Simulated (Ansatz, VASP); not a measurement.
# BN in VASP and in Ansatz

Contents of POSCAR:

```
BN
1.0
    0.0000000000      1.8050000000      1.8050000000
    1.8050000000      0.0000000000      1.8050000000
    1.8050000000      1.8050000000      0.0000000000
B N
1 1
Direct
    0.0000000000      0.0000000000      0.0000000000
    0.2500000000      0.2500000000      0.2500000000
```

Contents of INCAR.step1:

```
  PREC = Accurate
  ENCUT = 660
  ISMEAR = 0
  SIGMA = 0.1
  LREAL = F
  LASPH = T
  NELM = 120
  NBANDS = 11
  GGA = PE
  ALGO = Normal
  EDIFF = 1E-5
  LWAVE = T
  LCHARG = F
  GGA_COMPAT = F
```

The input INCAR.step2:

```
  PREC = Accurate
  ENCUT = 660
  EDIFF = 1E-6
  ISMEAR = 0
  SIGMA = 0.1
  LREAL = F
  LASPH = T
  NELM = 120
  ALGO = Normal
  ISIF = 2
  LWAVE = F
  LCHARG = F
  METAGGA = R2SCAN
  LMIXTAU = T
  NBANDS = 11
  ISTART = 1
  GGA_COMPAT = F
```

Contents of KPOINTS:

```
Automatic mesh
0
Gamma
  8 8 8
```

Input for Ansatz:

```yaml
crystal:
  lattice:
    - [0.0, 1.805, 1.805]
    - [1.805, 0.0, 1.805]
    - [1.805, 1.805, 0.0]
  atoms:
    - { symbol: B, position: [0.0, 0.0, 0.0] }
    - { symbol: "N", position: [0.25, 0.25, 0.25] }
basis:
  ecutwfc: 500
kpoints:
  mp_grid: { grid: [8, 8, 8] }
hamiltonian:
  xc: r2scan
  pseudopotentials: { kind: paw, azcp: { folder: soft_1 } }
scf:
  occupations: { method: gaussian, width: 0.1 }
output:
  forces: true
  stress: true
  eigenvalues: true
```

Alike in both runs: task single point; functional r2SCAN; k mesh 8 × 8 × 8; occupations gaussian, width 0.1 eV; no spin polarisation.

```csv
,VASP,Ansatz
version,VASP 6.6.1,Ansatz 0.2.0
potentials or method,"VASP PAW PBE potentials, release 64 (B, N), cutoff 660 eV","scalar-relativistic, plane waves, PAW"
valence electrons in the cell,8,8
```

```csv
,VASP,Ansatz,Ansatz less VASP
gap on the k mesh at the Fermi level (eV),4.98,4.99,+0.011
least direct gap on the mesh (eV),9.55,9.58,+0.030
pressure (GPa),1.1,-0.4,-1.47
```

VASP's potentials were made for PBE, not for r2SCAN. With one functional, cell and mesh, what is left measures potentials, basis and numerics.
